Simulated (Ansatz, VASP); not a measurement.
# CsSnI3: VASP beside Ansatz

```
Cs Sn I
1.0
     5.94424    0.00000    0.00000
     0.00000    5.94424    0.00000
     0.00000    0.00000    5.94424
Cs Sn I
1 1 3
Direct
  0.00000 0.00000 0.00000
  0.50000 0.50000 0.50000
  0.00000 0.50000 0.50000
  0.50000 0.00000 0.50000
  0.50000 0.50000 0.00000
```

Alike in both runs: task single point; functional PBEsol; k mesh 6 × 6 × 6; occupations gaussian, width 0.01 eV; no spin polarisation.

|  | VASP | Ansatz |
| --- | --- | --- |
| version | VASP 6.6.1 | Ansatz 0.2.0 |
| potentials or method | VASP PAW PBE potentials, release 64 (Cs_sv, Sn_d, I), cutoff 520 eV | scalar-relativistic, plane waves, PAW |
| valence electrons in the cell | 44 | 74 |

Ansatz gave:

- gap on the k mesh at the Fermi level (eV): none
- pressure (GPa): 2.1

Problem. What did VASP give for the same quantities?

Solution. gap on the k mesh at the Fermi level (eV): none; pressure (GPa): 2.2.

VASP's potentials were made for PBE, not for PBEsol. A gap of «none» marks a metal or a gap that the smearing closes. With one functional, cell and mesh, what is left measures potentials, basis and numerics. VASP's potentials hold 44 valence electrons a cell and Ansatz's 74, so a difference there can come from the potentials and not from the codes.

Spin-orbit coupling is off throughout.
